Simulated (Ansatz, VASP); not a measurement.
# Ge: VASP beside Ansatz

```xyz
2
Lattice="-2.4959 2.6509 1.4369 2.4959 -2.6509 1.4369 2.4959 2.6509 -1.4369" Properties=species:S:1:pos:R:3 pbc="T T T"
Ge    0.0000    1.3254    0.1841
Ge    2.4959    1.3254    1.2529
```

Alike in both runs: functional r2SCAN; k mesh 8 × 8 × 8; occupations fermi-dirac, width 0.05 eV; no spin polarisation.

```csv
,VASP,Ansatz
version,VASP 6.6.1,Ansatz 0.2.0
potentials or method,"VASP PAW PBE potentials, release 64 (Ge_d)",Ansatz PAW
plane-wave cutoff (eV),520,500
valence electrons in the cell,28,28
task,single point,band structure
```

```csv
,VASP,Ansatz,Ansatz less VASP
gap on the k mesh at the Fermi level (eV),none,none,-
pressure (GPa),-1.7,-1.5,+0.20
"traceless stress, the component that is largest in VASP (GPa)",1.59,1.59,+0.001
rms of the force components (eV/Å),0.026,0.029,+0.0028
```

VASP's potentials were made for PBE, not for r2SCAN. Atom by atom the forces differ by 0.003 eV/Å (rms over components). A gap of «none» marks a metal or a gap that the smearing closes. With one functional, cell and mesh, what is left measures potentials, basis and numerics.
